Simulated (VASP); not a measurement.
Here is a VASP 6.6.1 calculation.

Contents of INCAR:

```
SYSTEM = Te2Mo
ALGO = Normal ; EDIFF = 1E-6
ENCUT = 520 ; GGA = PS
ISIF = 2 ; ISMEAR = 0
LASPH = .True. ; LCHARG = .False.
LREAL = .False. ; LWAVE = .False.
NBANDS = 35 ; NELM = 80
PREC = Accurate ; SIGMA = 0.1
```

KPOINTS

```
k-points
0
Gamma
  6 6 1
  0 0 0
```

File POSCAR:

```
Te2Mo
1.0
    3.5603900000      0.0000000000      0.0000000000
   -1.7802000000      3.0833900000      0.0000000000
    0.0000000000      0.0000000000     28.8112600000
Te Mo
4 2
Direct
    0.3333333333      0.6666666667      0.0683506971
    0.6666666667      0.3333333333      0.6685743634
    0.6666666667      0.3333333333      0.7928146945
    0.3333333333      0.6666666667      0.1925910282
    0.3333333333      0.6666666667      0.7306643881
    0.6666666667      0.3333333333      0.1305010034
```

Potentials or basis: VASP PAW PBE potentials, release 64 (Te, Mo_sv).

The run is started by

```console
$ cat potpaw_PBE.64/Te/POTCAR potpaw_PBE.64/Mo_sv/POTCAR > POTCAR
$ mpirun -np 1 vasp_std > vasp.out
```

Estimate the largest force.

0.147 eV/Å.

What does it give for the band gap on the k mesh?

1.04 eV.

Forces on the atoms (eV/Å):
```
Te   0.000  0.000  0.147
Te   0.000  0.000  0.129
Te   0.000  0.000 -0.147
Te   0.000  0.000 -0.129
Mo   0.000  0.000  0.019
Mo   0.000  0.000 -0.019
```

Caveat: there is no dipole correction, which matters where the two faces differ; the PAW data sets were made with another functional, which shifts forces and pressure a little; spin-orbit coupling is left out, which moves the levels of the heavy elements.
